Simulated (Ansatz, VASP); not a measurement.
# Two plane-wave programs on Si2Bi2S

```xyz
5
Lattice="4.9285 0.0000 0.0000 -2.4643 4.2682 0.0000 0.0000 0.0000 7.8663" Properties=species:S:1:pos:R:3 pbc="T T T"
Si    0.0000    0.0000    6.6889
Si    0.0000    0.0000    1.1774
Bi    0.0000    2.8455    0.0000
Bi    0.0000    0.0000    3.9331
S     2.4643    1.4227    0.0000
```

Alike in both runs: functional PBE; k mesh 6 × 6 × 4; occupations gaussian, width 0.1 eV; no spin polarisation.

Ansatz relaxed the structure, and its values are those at the end. VASP's run is a single point on that final structure, the one shown.

```csv
,VASP,Ansatz
version,VASP 6.6.1,Ansatz 0.2.0
potentials or method,"VASP PAW PBE potentials, release 64 (Si, Bi_d, S), cutoff 520 eV","scalar-relativistic, plane waves, PAW"
valence electrons in the cell,44,44
```

```csv
,VASP,Ansatz,Ansatz less VASP
gap on the k mesh at the Fermi level (eV),none,none,-
pressure (GPa),0.1,0.1,+0.04
```

A gap of «none» marks a metal or a gap that the smearing closes.

Neither program's run includes spin-orbit coupling.
